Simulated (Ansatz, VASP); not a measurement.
# One calculation of SnO, two programs

POSCAR

```
SnO
1.0
    3.8136952200      0.0000000000      0.0000000000
    0.0000000000      3.8136952200      0.0000000000
    0.0000000000      0.0000000000      4.8869133000
Sn O
2 2
Direct
    0.5000000000      0.0000000000      0.7646261400
    0.0000000000      0.5000000000      0.2353738600
    0.0000000000      0.0000000000      0.0000000000
    0.5000000000      0.5000000000      0.0000000000
```

INCAR.step1

```
SYSTEM = SnO
PREC = Accurate
ENCUT = 520
ISMEAR = -1
SIGMA = 0.05
LREAL = .FALSE.
LASPH = .TRUE.
NELM = 60
NBANDS = 28
GGA = PE
ALGO = Normal
EDIFF = 1E-4
LWAVE = .TRUE.
LCHARG = .FALSE.
```

The input INCAR.step2:

```
SYSTEM = SnO
PREC = Accurate
ENCUT = 520
EDIFF = 1E-6
ISMEAR = -1
SIGMA = 0.05
LREAL = .FALSE.
LASPH = .TRUE.
NELM = 60
ALGO = Normal
ISIF = 2
LWAVE = .FALSE.
LCHARG = .FALSE.
METAGGA = R2SCAN
LMIXTAU = .TRUE.
IVDW = 12
VDW_S6 = 1.0
VDW_S8 = 0.78981345
VDW_A1 = 0.49484001
VDW_A2 = 5.73083694
NBANDS = 28
ISTART = 1
```

The input KPOINTS:

```
Automatic mesh
0
G
  7 7 6
  0 0 0
```

The input input.yaml:

```yaml
crystal:
  lattice:
    - [3.81369522, 0.0, 0.0]
    - [0.0, 3.81369522, 0.0]
    - [0.0, 0.0, 4.8869133]
  atoms:
    - { symbol: Sn, position: [0.5, 0.0, 0.76462614] }
    - { symbol: Sn, position: [0.0, 0.5, 0.23537386] }
    - { symbol: O, position: [0.0, 0.0, 0.0] }
    - { symbol: O, position: [0.5, 0.5, 0.0] }
hamiltonian:
  xc: r2scan
  pseudopotentials: { kind: paw }
  dispersion: d3bj
kpoints:
  mp_grid: { grid: [7, 7, 6] }
scf:
  occupations: { method: fermi_dirac, width: 0.05 }
output:
  forces: true
  stress: true
  eigenvalues: true
```

Alike in both runs: task single point; functional r2SCAN; dispersion D3(BJ); k mesh 7 × 7 × 6; occupations fermi-dirac, width 0.05 eV; no spin polarisation.

|  | VASP | Ansatz |
| --- | --- | --- |
| version | VASP 6.6.1 | Ansatz 0.2.0 |
| potentials or method | VASP PAW PBE potentials, release 64 (Sn_d, O) | Ansatz PAW |
| plane-wave cutoff (eV) | 520 | 500 |
| valence electrons in the cell | 40 | 40 |

VASP gave:

```
gap on the k mesh at the Fermi level (eV)                     : 0.51
least direct gap on the mesh (eV)                             : 2.37
pressure (GPa)                                                : -0.9
traceless stress, the component that is largest in VASP (GPa) : 0.09
rms of the force components (eV/Å)                            : 0.007
```

Q: Estimate Ansatz's values.

A: gap on the k mesh at the Fermi level (eV): 0.50; least direct gap on the mesh (eV): 2.41; pressure (GPa): -1.5; traceless stress, the component that is largest in VASP (GPa): 0.13; rms of the force components (eV/Å): 0.052.

VASP's potentials were made for PBE, not for r2SCAN. Atom by atom the forces differ by 0.059 eV/Å (rms over components).

Noted on Ansatz's run: odd divisions of the mesh miss points on the zone boundary, where band edges often lie, so the gap on the mesh can be too wide.
